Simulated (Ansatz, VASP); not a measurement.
Given: the input of a run of Ansatz 0.2.0 on GaN.

Contents of input.yaml:

```yaml
crystal:
  lattice:
    - [0.0, 2.2535006075, 2.2535006075]
    - [2.2535006075, 0.0, 2.2535006075]
    - [2.2535006075, 2.2535006075, 0.0]
  atoms:
    - { symbol: Ga, position: [0.0, 0.0, 0.0] }
    - { symbol: "N", position: [0.25, 0.25, 0.25] }
hamiltonian:
  xc: r2scanh
  pseudopotentials: { kind: paw }
kpoints:
  mp_grid: { grid: [5, 5, 5] }
scf:
  occupations: { method: fermi_dirac, width: 0.05 }
output:
  forces: true
  stress: true
  eigenvalues: true
```

Potentials or basis: Ansatz PAW.

Run with:

```bash
$ ansatz run input.yaml --threads 2 --pin off --max-ram 5632MiB --backend cpu --events-out ev --progress --plain --runs-dir out
```

Translate it to VASP 6.6.1. Potentials there: VASP PAW PBE potentials, release 64 (Ga_d, N).

As run (the cutoff follows the program's own potentials):

The input POSCAR:

```
GaN
1.0
    0.0000000000      2.2535006075      2.2535006075
    2.2535006075      0.0000000000      2.2535006075
    2.2535006075      2.2535006075      0.0000000000
Ga N
1 1
Direct
    0.0000000000      0.0000000000      0.0000000000
    0.2500000000      0.2500000000      0.2500000000
```

The input INCAR.step1:

```
SYSTEM = GaN
ALGO     = Normal         ! electronic algorithm
EDIFF    = 1E-5           ! SCF threshold, eV
ENCUT    = 520            ! plane-wave cutoff, eV
GGA      = PE             ! functional
ISIF     = 2              ! what is computed and relaxed
ISMEAR   = -1             ! smearing method
LASPH    = .TRUE.         ! aspherical terms in the spheres
LCHARG   = .FALSE.        ! write CHGCAR
LREAL    = .FALSE.        ! projectors in reciprocal space
LWAVE    = .TRUE.         ! write WAVECAR
NBANDS   = 16             ! bands
NELM     = 60             ! most SCF steps
PREC     = Accurate       ! precision mode
SIGMA    = 0.05           ! smearing width, eV
```

File INCAR.step2:

```
SYSTEM = GaN
AEXX     = 0.1            ! exact-exchange fraction
ALGO     = Normal         ! electronic algorithm
EDIFF    = 1E-6           ! SCF threshold, eV
ENCUT    = 520            ! plane-wave cutoff, eV
ISIF     = 2              ! what is computed and relaxed
ISMEAR   = -1             ! smearing method
ISTART   = 1            
LASPH    = .TRUE.         ! aspherical terms in the spheres
LCHARG   = .FALSE.        ! write CHGCAR
LHFCALC  = .TRUE.         ! exact exchange
LMIXTAU  = .TRUE.       
LREAL    = .FALSE.        ! projectors in reciprocal space
LWAVE    = .FALSE.        ! write WAVECAR
METAGGA  = R2SCAN         ! meta-GGA
NBANDS   = 16             ! bands
NELM     = 60             ! most SCF steps
PREC     = Accurate       ! precision mode
PRECFOCK = Normal       
SIGMA    = 0.05           ! smearing width, eV
```

Contents of KPOINTS:

```
k-points
0
G
  5 5 5
  0 0 0
```

Potentials or basis: VASP PAW PBE potentials, release 64 (Ga_d, N).

The run is started by

```sh
$ cat potpaw_PBE.64/Ga_d/POTCAR potpaw_PBE.64/N/POTCAR > POTCAR
$ cp INCAR.step1 INCAR
$ mpirun -np 1 vasp_std > vasp.out
$ cp INCAR.step2 INCAR
$ mpirun -np 1 vasp_std > vasp.out
```

Both were run:

|  | VASP | Ansatz | Ansatz less VASP |
| --- | --- | --- | --- |
| gap on the k mesh at the Fermi level (eV) | 2.86 | 2.85 | -0.012 |
| least direct gap on the mesh (eV) | 2.86 | 2.85 | -0.012 |
| pressure (GPa) | -1.7 | -2.7 | -1.01 |

VASP's potentials were made for PBE, not for r2SCANh.

The k mesh is coarse, so the values compare programs but aren't converged. Noted on Ansatz's run: odd divisions of the mesh miss points on the zone boundary, where band edges often lie, so the gap on the mesh can be too wide.
